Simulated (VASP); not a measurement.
**Rh: single point with PBEsol**

Rh:

```
Rh
1.0
     0.00000    2.75397    2.75397
     2.75397    0.00000    2.75397
     2.75397    2.75397    0.00000
Rh
2
Direct
  0.12500 0.12500 0.12500
  0.87500 0.87500 0.87500
```

This isn't the form of Rh at room conditions, which is fcc.

```yaml
Program: VASP 6.6.1
Task: single point
Functional: PBEsol
Potentials_or_basis: VASP PAW PBE potentials, release 64 (Rh_pv)
Cutoff: 520 eV
k_mesh: 11 × 11 × 11
Occupations: fermi-dirac, width 0.1 eV
Spin: no spin polarisation
Dipole_correction: no
Further_INCAR_settings: ALGO = Normal; EDIFF = 1e-06; NBANDS = 22
```

* Pressure: -5.3 GPa
* Band gap on the k mesh: zero (bands 15 and 16 overlap by 1.11 eV)

Levels at points of the mesh, in eV from the Fermi level:
| k point | band 12 | band 13 | band 14 | band 15 | band 16 | band 17 | band 18 | band 19 |
| --- | --- | --- | --- | --- | --- | --- | --- | --- |
| (0.00, 0.00, 0.00) | -3.90 | -1.43 | -1.43 | -1.43 | 0.39 | 0.39 | 12.45 | 12.68 |

Run time: 65 s on 1 thread of Intel Xeon 8259CL, on a shared host, peak memory 0.19 GiB.

Caveat: the cell stands under tension; the PAW data sets were made with another functional, which shifts forces and pressure a little.
